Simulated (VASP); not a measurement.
# Ru (P6_3/mmc) in VASP: single point with r2SCAN

Aim: the single point of Ru with r2SCAN.

Everything below comes from runs of VASP 6.6.1. Logs are shortened: lines on timing, memory, paths and dates and some standing lists are left out, and cuts for length are marked.

**1. The cell of the first run**

It takes space group P6_3/mmc (No. 194, hexagonal). Conventional cell: a = 2.706 Å, b = 2.706 Å, c = 4.258 Å, α = 90.00°, β = 90.00°, γ = 120.00°. Ru (site symmetry -6m2) has 12 Ru at 2.64 to 2.71 Å within 3.5 Å.

**2. Single point, r2SCAN**

The input, POSCAR:

```
Ru
1.0
    2.7059477268      0.0000000000      0.0000000000
   -1.3529738634      2.3434194727      0.0000000000
    0.0000000000      0.0000000000      4.2579056556
Ru
2
Direct
    0.3333333333      0.6666666667      0.2500000000
    0.6666666667      0.3333333333      0.7500000000
```

The input, INCAR.step1:

```
SYSTEM = Ru
ALGO = Normal ; EDIFF = 1E-4
ENCUT = 520 ; GGA = PE
ISMEAR = -1 ; LASPH = .True.
LCHARG = .False. ; LREAL = .False.
LWAVE = .True. ; NBANDS = 21
NELM = 80 ; PREC = Accurate
SIGMA = 0.1
```

The input, INCAR.step2:

```
SYSTEM = Ru
ALGO = Normal ; EDIFF = 1E-6
ENCUT = 520 ; ISIF = 2
ISMEAR = -1 ; ISTART = 1
LASPH = .True. ; LCHARG = .True.
LELF = .True. ; LMIXTAU = .True.
LREAL = .False. ; LVHAR = .True.
LWAVE = .False. ; METAGGA = R2SCAN
NBANDS = 21 ; NELM = 80
PREC = Accurate ; SIGMA = 0.1
```

The input, KPOINTS:

```
k-points
0
Gamma
  13 13 8
  0 0 0
```

Potentials or basis: VASP PAW PBE potentials, release 64 (Ru_pv).

The run is started by

```sh
cat potpaw_PBE.64/Ru_pv/POTCAR > POTCAR
cp INCAR.step1 INCAR
mpirun -np 1 vasp_std > vasp.out
cp INCAR.step2 INCAR
mpirun -np 1 vasp_std > vasp.out
```

OUTCAR:

```text
SYSTEM = Ru
   EDIFF = 1E-6
   ENCUT = 520
   ISIF = 2
   ISMEAR = -1
   ISTART = 1
   LASPH = .True.
   LREAL = .False.
   METAGGA = R2SCAN
   NELM = 80
   PREC = Accurate

 ion  position               nearest neighbor table
   1  0.333  0.667  0.250-   2 2.64   2 2.64   2 2.64   2 2.64   2 2.64   2 2.64
   2  0.667  0.333  0.750-   1 2.64   1 2.64   1 2.64   1 2.64   1 2.64   1 2.64

  LATTYP: Found a hexagonal cell.
 ALAT       =     2.7059477268
 C/A-ratio  =     1.5735358128

  Lattice vectors:

 A1 = (   2.7059477268,   0.0000000000,   0.0000000000)
 A2 = (  -1.3529738634,   2.3434194727,   0.0000000000)
 A3 = (   0.0000000000,   0.0000000000,   4.2579056556)

Analysis of symmetry for initial positions (statically):
=====================================================================
 Subroutine PRICEL returns:
 Original cell was already a primitive cell.

 Routine SETGRP: Setting up the symmetry group for a
 hexagonal supercell.

 Subroutine GETGRP returns: Found 24 space group operations
 (whereof 12 operations were pure point group operations)
 out of a pool of 24 trial point group operations.

The static configuration has the point symmetry D_3d.
 The point group associated with its full space group is D_6h.

Analysis of symmetry for dynamics (positions and initial velocities):
=====================================================================
 Subroutine PRICEL returns:
 Original cell was already a primitive cell.

 Routine SETGRP: Setting up the symmetry group for a
 hexagonal supercell.

 Subroutine GETGRP returns: Found 24 space group operations
 (whereof 12 operations were pure point group operations)
 out of a pool of 24 trial point group operations.

The dynamic configuration has the point symmetry D_3d.
 The point group associated with its full space group is D_6h.

 Subroutine INISYM returns: Found 24 space group operations
 (whereof 12 operations are pure point group operations),
 and found     1 'primitive' translations

----------------------------------------------------------------------------------------

                                     Primitive cell

  volume of cell :      27.0001

  direct lattice vectors                    reciprocal lattice vectors
     2.705947727  0.000000000  0.000000000     0.369556289  0.213363423  0.000000000
[... 74 lines left out ...]
   NGX,Y,Z   is equivalent  to a cutoff of  12.29, 12.29, 12.49 a.u.
   NGXF,Y,Z  is equivalent  to a cutoff of  24.57, 24.57, 24.99 a.u.
 SYSTEM =  Ru
   PREC   = accura    normal or accurate (medium, high low for compatibility)
   ISTART =      1    job   : 0-new  1-cont  2-samecut
   ICHARG =      0    charge: 1-file 2-atom 10-const
   ISPIN  =      1    spin polarized calculation?
   LNONCOLLINEAR =      F non collinear calculations
   LSORBIT =      F    spin-orbit coupling
   LASPH  =      T    aspherical Exc in radial PAW
   ENCUT  =  520.0 eV  38.22 Ry    6.18 a.u.   5.03  5.03  7.92*2*pi/ulx,y,z
   NELM   =     80;   NELMIN=  2; NELMDL=  0     # of ELM steps
   EDIFF  = 0.1E-05   stopping-criterion for ELM
   LREAL  =      F    real-space projection
   EDIFFG = 0.1E-04   stopping-criterion for IOM
   NSW    =      0    number of steps for IOM
   IBRION =     -1    ionic relax: 0-MD 1-quasi-New 2-CG
   NFREE  =      0    steps in history (QN), initial steepest desc. (CG)
   ISIF   =      2    stress and relaxation
   ISYM   =      2    0-nonsym 1-usesym 2-fastsym
   POTIM  = 0.5000    time-step for ionic-motion
   TEBEG  =    0.0;   TEEND  =   0.0 temperature during run
   PSTRESS=    0.0 pullay stress
   NELECT =      28.0000    total number of electrons
   NUPDOWN=      -1.0000    fix difference up-down
   EMIN   =  10.00;   EMAX   =-10.00  energy-range for DOS
   EFERMI =   0.00;   METHOD = LEGACY
   ISMEAR =    -1;   SIGMA  =   0.10  broadening in eV -4-tet -1-fermi 0-gaus
   EFERMI_NEDOS =   21; number of points for ismear=-14 and -15
   IALGO  =     38    algorithm
   IMIX   =      4    mixing-type and parameters
     AMIX     =   0.40;   BMIX     =  1.00
     AMIX_MAG =   1.60;   BMIX_MAG =  1.00
  volume/ion in A,a.u.               =      13.50        91.10
  Fermi-wavevector in a.u.,A,eV,Ry     =   1.657063  3.131395 37.359663  2.745858
  Thomas-Fermi vector in A             =   2.744880
   LORBIT       =      0    0 simple, 1 ext, 2 COOP (PROOUT), +10 PAW based schemes
   METAGGA = R2SCAN    functional components
   LHFCALC =     F    Hartree Fock is set to
   AEXX    =    0.0000 exact exchange contribution
   IVDW    =     0    specifies the selected vdW correction
   LEPSILON=     F    determine dielectric tensor
   LRPA    =     F    only Hartree local field effects (RPA)
 non-spin polarized calculation
  energy-cutoff  :      520.00
  volume of cell :       27.00
 maximum number of plane-waves:       743
 NGX is ok and might be reduce to    20
   NGX =  9   NGY =  9   NGZ = 15

 number of electron      28.0000003 magnetization

 Free energy of the ion-electron system (eV)
  ---------------------------------------------------
  ext. energy  EPLUGINS =         0.00000000
  ---------------------------------------------------
  free energy    TOTEN  =       -50.88036629 eV

  energy without entropy =      -50.82863583  energy(sigma->0) =      -50.85450106

 E-fermi :  12.8698     XC(G=0): -15.4480

 val. band max:       12.8233047278   @ k =   0.4615   0.0769   0.2500
 cond. band min:      12.8722157500   @ k =   0.0769   0.0000   0.3750
 fundamental gap:      0.0489110223
 Fermi energy:        12.8697724022

 k-point     1 :       0.0000    0.0000    0.0000
  band No.  band energies     occupation
      1     -32.2855      2.00000
      2     -31.2604      2.00000
      3     -31.2604      2.00000
      4     -31.0687      2.00000
      5     -31.0687      2.00000
      6     -31.0143      2.00000
[... 565 lines left out ...]
     20      21.2389      0.00000
     21      24.5673      0.00000

 [... further k-points ...]
[... 5 lines left out ...]
  --------------------------------------------------------------------------------------
  -------------------------------------------------------------------------------------
  Total        0.2501841      0.2501841      0.2768179      0.0000000      0.0000000      0.0000000
  in kB       14.8458428     14.8458428     16.4262835      0.0000000      0.0000000      0.0000000
  external PRESSURE =      15.3726564 kB  Pullay stress =       0.0000000 kB

 VOLUME and BASIS-vectors are now :
 -----------------------------------------------------------------------------
  energy-cutoff  :      520.00
  volume of cell :       27.00
      direct lattice vectors                 reciprocal lattice vectors
     2.705947727  0.000000000  0.000000000     0.369556289  0.213363423  0.000000000
    -1.352973863  2.343419473  0.000000000     0.000000000  0.426726846  0.000000000
     0.000000000  0.000000000  4.257905656     0.000000000  0.000000000  0.234857247

 POSITION                                       TOTAL-FORCE (eV/Angst)
 -----------------------------------------------------------------------------------
     -0.00000      1.56228      1.06448         0.000000      0.000000      0.000000
      1.35297      0.78114      3.19343        -0.000000     -0.000000      0.000000
 -----------------------------------------------------------------------------------
    total drift:                               -0.000000      0.000000     -0.000000

  FREE ENERGIE OF THE ION-ELECTRON SYSTEM (eV)
  ---------------------------------------------------
  free  energy   TOTEN  =       -50.8803662912 eV

  energy  without entropy=      -50.8286358300  energy(sigma->0) =      -50.85450106
```

OUTCAR.step1:

```text
SYSTEM = Ru
   EDIFF = 1E-4
   ENCUT = 520
   GGA = PE
   ISMEAR = -1
   LASPH = .True.
   LREAL = .False.
[... 799 lines left out ...]
     -0.00000      1.56228      1.06448         0.000000     -0.000000      0.000000
      1.35297      0.78114      3.19343        -0.000000      0.000000      0.000000
 -----------------------------------------------------------------------------------
    total drift:                               -0.000000      0.000000     -0.000000

  FREE ENERGIE OF THE ION-ELECTRON SYSTEM (eV)
  ---------------------------------------------------
  free  energy   TOTEN  =       -18.4830462162 eV

  energy  without entropy=      -18.4288298488  energy(sigma->0) =      -18.45593803
```

It took 2.2 min on 1 thread of Intel Xeon Platinum 8375C at 2.90GHz (Ice Lake), shared host; peak memory 0.17 GiB.

Results:

```
Free energy            : -50.8804 eV
Pressure               : 1.5 GPa
Band gap on the k mesh : zero (bands 14 and 15 overlap by 3.25 eV)
```

Stress tensor (GPa, compression positive):
```
1.48 0.00 0.00
0.00 1.48 0.00
0.00 0.00 1.64
```

Levels at points of the mesh, in eV from the Fermi level:
| k point | band 11 | band 12 | band 13 | band 14 | band 15 | band 16 | band 17 | band 18 |
| --- | --- | --- | --- | --- | --- | --- | --- | --- |
| (0.00, 0.00, 0.00) | -2.52 | -2.04 | -2.04 | -1.56 | -1.56 | 1.20 | 1.20 | 1.39 |
| (0.00, 0.00, 0.50) | -2.96 | -2.96 | -2.85 | -2.85 | 0.53 | 0.53 | 0.53 | 0.53 |

Caveat: the PAW data sets were made with another functional, which shifts forces and pressure a little.

The gap in the log of VASP goes by the Fermi energy; the results here count the filled bands.